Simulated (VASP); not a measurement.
A run of VASP 6.6.1 is set up as follows.

INCAR

```
PREC = Accurate
ENCUT = 520
EDIFF = 1E-7
ISMEAR = 0
SIGMA = 0.05
LREAL = False
LASPH = True
NELM = 150
ALGO = Normal
ISIF = 2
LWAVE = False
LCHARG = False
ISPIN = 2
MAGMOM = 6.81 6.81
LORBIT = 11
LMAXMIX = 6
GGA = PE
NBANDS = 27
```

Contents of KPOINTS:

```
regular mesh
0
Gamma
  12 12 8
```

The input POSCAR:

```
Sm
1.0
    3.8371005467      0.0000000000      0.0000000000
   -1.9185502733      3.3230265503      0.0000000000
    0.0000000000      0.0000000000      6.1525681496
Sm
2
Direct
    0.3333333333      0.6666666667      0.7500000000
    0.6666666667      0.3333333333      0.2500000000
```

Potentials or basis: VASP PAW PBE potentials, release 64 (Sm).

Run with:

```bash
$ cat potpaw_PBE.64/Sm/POTCAR > POTCAR
$ mpirun -np 1 vasp_std > vasp.out
```

(1) Predict the net moment.

(2) Estimate the site moments.

(3) Estimate the pressure.

Results:

(1) 13.29 μB per cell.

(2) Sm +5.71 μB.

(3) -0.1 GPa.

Caveat: the magnetic or orbital state may not be the lowest.
